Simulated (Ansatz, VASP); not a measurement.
**ZnS: VASP beside Ansatz**

Contents of INCAR:

```
PREC = Accurate ; ENCUT = 500
EDIFF = 1E-6 ; ISMEAR = 0
SIGMA = 0.01 ; LREAL = False
LASPH = True ; NELM = 120
ALGO = Normal ; ISIF = 2
LWAVE = False ; LCHARG = False
GGA = PE ; NBANDS = 16
GGA_COMPAT = False
```

File KPOINTS:

```
Automatic mesh
0
Gamma
  6 6 6
```

POSCAR

```
ZnS
1.0
    0.0000000000      2.7198945612      2.7198945612
    2.7198945612      0.0000000000      2.7198945612
    2.7198945612      2.7198945612      0.0000000000
Zn S
1 1
Direct
    0.2500000000      0.2500000000      0.2500000000
    0.0000000000      0.0000000000      0.0000000000
```

Input for Ansatz:

```yaml
crystal:
  lattice:
    - [0.0, 2.7198945612314254, 2.7198945612314254]
    - [2.7198945612314254, 0.0, 2.7198945612314254]
    - [2.7198945612314254, 2.7198945612314254, 0.0]
  atoms:
    - { symbol: Zn, position: [0.25, 0.25, 0.25] }
    - { symbol: S, position: [0.0, 0.0, 0.0] }
basis:
  ecutwfc: 500.0
kpoints:
  mp_grid:
    grid: [6, 6, 6]
hamiltonian:
  xc: pbe
  pseudopotentials:
    kind: paw
scf:
  occupations:
    method: fixed
output:
  stress: true
```

Alike in both runs: task single point; functional PBE; k mesh 6 × 6 × 6; no spin polarisation.

|  | VASP | Ansatz |
| --- | --- | --- |
| version | VASP 6.6.1 | Ansatz 0.2.0 |
| potentials or method | VASP PAW PBE potentials, release 64 (Zn, S), cutoff 500 eV | plane waves, PAW |
| occupations | gaussian, width 0.01 eV | fixed |
| valence electrons in the cell | 18 | 18 |

```csv
,VASP,Ansatz,Ansatz less VASP
pressure (GPa),0.3,0.2,-0.15
```
